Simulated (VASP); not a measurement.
Write the native input for VASP 6.6.1 that does the following.

```yaml
Task: single point
Functional: PBE
Potentials_or_basis: VASP PAW PBE potentials, release 64 (Pb_d, Te)
Cutoff: 520 eV
k_mesh: 9 × 9 × 5
Occupations: fermi-dirac, width 0.1 eV
Spin: no spin polarisation
Dipole_correction: no
Further_INCAR_settings: ALGO = Normal; EDIFF = 1e-06; NBANDS = 28
```

The structure of TePb (wurtzite type) lies in POSCAR:

```
TePb
1.0
    4.7847341949      0.0000000000      0.0000000000
   -2.3923670975      4.1437013632      0.0000000000
    0.0000000000      0.0000000000      5.7816527264
Pb Te
2 2
Direct
    0.3333333333      0.6666666667     -0.0620002138
    0.6666666667      0.3333333333      0.4379997862
    0.3333333333      0.6666666667      0.4380002138
    0.6666666667      0.3333333333      0.9380002138
```

These files were run (other wordings do the same):

INCAR

```
SYSTEM = TePb
ALGO = Normal ; EDIFF = 1E-6
ENCUT = 520 ; GGA = PE
ISIF = 2 ; ISMEAR = -1
LASPH = .True. ; LCHARG = .False.
LREAL = .False. ; LWAVE = .False.
NBANDS = 28 ; NELM = 100
PREC = Accurate ; SIGMA = 0.1
```

KPOINTS

```
k-points
0
Gamma
  9 9 5
  0 0 0
```

Potentials or basis: VASP PAW PBE potentials, release 64 (Pb_d, Te).

Command:

```console
$ cat potpaw_PBE.64/Pb_d/POTCAR potpaw_PBE.64/Te/POTCAR > POTCAR
$ mpirun -np 1 vasp_std > vasp.out
```

Results of the run:

| Item | Value |
| --- | --- |
| Pressure | 30.9 GPa |
| Band gap on the k mesh | 0.14 eV (least direct gap 0.85 eV) |

Caveat: the cell stands under pressure; spin-orbit coupling is left out, which moves the levels of the heavy elements; an odd mesh through Γ misses points on the zone boundary, where band edges can lie.

Wall time 2.8 min on 1 thread of Intel Xeon 8259CL, on a shared host, peak memory 0.29 GiB.
